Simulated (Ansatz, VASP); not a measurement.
**GaN: VASP beside Ansatz**

POSCAR

```
GaN
1.0
    3.2455801200      0.0000000000      0.0000000000
   -1.6227900600      2.8107548340      0.0000000000
    0.0000000000      0.0000000000      5.2852910756
Ga N
2 2
Direct
    0.3333333333      0.6666666667     -0.0008868499
    0.6666666667      0.3333333333      0.4991131501
    0.3333333333      0.6666666667      0.3758868499
    0.6666666667      0.3333333333      0.8758868499
```

The input INCAR.step1:

```
PREC     = Accurate       # precision mode
ENCUT    = 520            # plane-wave cutoff, eV
ISMEAR   = 0              # smearing method
SIGMA    = 0.01           # smearing width, eV
LREAL    = F              # projectors in reciprocal space
LASPH    = T              # aspherical terms in the spheres
NELM     = 60             # most SCF steps
NBANDS   = 26             # bands
GGA      = PE             # functional
ALGO     = Normal         # electronic algorithm
EDIFF    = 1E-4           # SCF threshold, eV
LWAVE    = T              # write WAVECAR
LCHARG   = F              # write CHGCAR
```

The input INCAR.step2:

```
PREC     = Accurate       # precision mode
ENCUT    = 520            # plane-wave cutoff, eV
EDIFF    = 1E-7           # SCF threshold, eV
ISMEAR   = 0              # smearing method
SIGMA    = 0.01           # smearing width, eV
LREAL    = F              # projectors in reciprocal space
LASPH    = T              # aspherical terms in the spheres
NELM     = 60             # most SCF steps
ALGO     = Normal         # electronic algorithm
ISIF     = 2              # what is computed and relaxed
LWAVE    = F              # write WAVECAR
LCHARG   = F              # write CHGCAR
METAGGA  = R2SCAN         # meta-GGA
LMIXTAU  = T            
NBANDS   = 26             # bands
ISTART   = 1
```

File KPOINTS:

```
regular mesh
0
Gamma
  9 9 4
```

Input for Ansatz:

```yaml
crystal:
  lattice:
    - [3.24558012, 0.0, 0.0]
    - [-1.62279006, 2.810754834, 0.0]
    - [0.0, 0.0, 5.2852910756]
  atoms:
    - { symbol: Ga, position: [0.3333333333, 0.6666666667, -0.0008868499] }
    - { symbol: Ga, position: [0.6666666667, 0.3333333333, 0.4991131501] }
    - { symbol: "N", position: [0.3333333333, 0.6666666667, 0.3758868499] }
    - { symbol: "N", position: [0.6666666667, 0.3333333333, 0.8758868499] }
kpoints:
  mp_grid: { grid: [9, 9, 4] }
hamiltonian:
  xc: r2scan
scf:
  occupations: { method: fixed }
  n_extra_bands: 5
output:
  forces: true
  stress: true
  eigenvalues: true
```

Alike in both runs: task single point; functional r2SCAN; k mesh 9 × 9 × 4; no spin polarisation.

|  | VASP | Ansatz |
| --- | --- | --- |
| version | VASP 6.6.1 | Ansatz 0.2.0 |
| potentials or method | VASP PAW PBE potentials, release 64 (Ga_d, N) | plane waves, PAW |
| plane-wave cutoff (eV) | 520 | 500 |
| occupations | gaussian, width 0.01 eV | fixed |
| valence electrons in the cell | 36 | 36 |

|  | VASP | Ansatz | Ansatz less VASP |
| --- | --- | --- | --- |
| gap on the k mesh at the Fermi level (eV) | 1.94 | 1.94 | +0.004 |
| pressure (GPa) | -9.2 | -10.1 | -0.94 |
| traceless stress, the component that is largest in VASP (GPa) | 0.09 | 0.05 | -0.033 |
| rms of the force components (eV/Å) | 0.003 | 0.005 | +0.0024 |

VASP's potentials were made for PBE, not for r2SCAN. Atom by atom the forces differ by 0.002 eV/Å (rms over components).
